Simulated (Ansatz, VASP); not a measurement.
Two plane-wave programs on TiTc2

```
Ti Tc
1.0
    -1.52570    1.52570    4.61604
     1.52570   -1.52570    4.61604
     1.52570    1.52570   -4.61604
Ti Tc
1 2
Direct
  0.00000 0.00000 0.00000
  0.33283 0.33283 0.00000
  0.66717 0.66717 0.00000
```

Alike in both runs: functional PBEsol; k mesh 14 × 14 × 14; occupations gaussian, width 0.05 eV; no spin polarisation.

Ansatz relaxed the structure, and its values are those at the end. VASP's run is a single point on that final structure, the one shown.

|  | VASP | Ansatz |
| --- | --- | --- |
| version | VASP 6.6.1 | Ansatz 0.2.0 |
| potentials or method | VASP PAW PBE potentials, release 64 (Ti_sv, Tc_pv), cutoff 520 eV | scalar-relativistic, plane waves, PAW |
| valence electrons in the cell | 38 | 42 |

VASP gave:

- pressure (GPa): -0.4
- rms of the force components (eV/Å): 0.008

What did Ansatz give for the same quantities?

Pressure (GPa): 0.1; rms of the force components (eV/Å): 0.000.

VASP's potentials were made for PBE, not for PBEsol. VASP's potentials hold 38 valence electrons a cell and Ansatz's 42, so a difference there can come from the potentials and not from the codes.
